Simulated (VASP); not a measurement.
Runs of VASP 6.6.1 on SrVO3. Symmetry: Pm-3m, No. 221, cubic system. The conventional cell has a = 3.841 Å, b = 3.841 Å, c = 3.841 Å, α = 90.00°, β = 90.00°, γ = 90.00°. Within 3.6 Å of Sr (site symmetry m-3m) lie 12 O at 2.72 Å and 8 V at 3.33 Å. V (site symmetry m-3m) has 6 O at 1.92 Å within 2.5 Å. O (site symmetry 4/mmm) has 2 V at 1.92 Å within 2.5 Å. 

| U | gap on the mesh (eV) | pressure (GPa) | moment (μB) |
| --- | --- | --- | --- |
| V d U = 3.0 eV | none | (a) | 0.50 |
| V d U = 7.0 eV | none | -0.2 | 1.00 |
| V d U = 5.0 eV | none | -2.6 | 1.00 |
| V d U = 1.0 eV | none | -8.2 | 0.50 |

Alike in all rows: task single point; level LDA+U; potentials or basis VASP PAW LDA potentials, release 64 (Sr_sv, V_sv, O); spin collinear, ferromagnetic start; cell as given; k mesh 4 × 4 × 4, shifted; cutoff (eV) 520; smearing methfessel-paxton 0.1 eV.

**Question.** Estimate the missing entries.

**Answer.** (a) -6.4.

Caveats: all runs use coarse meshes; a moment this small can come from the mesh or the smearing (at least some runs).

A k mesh can miss the band edges, and the runs leave out spin-orbit coupling on Sr.

A gap of «none» marks levels without a gap at the run's occupations.
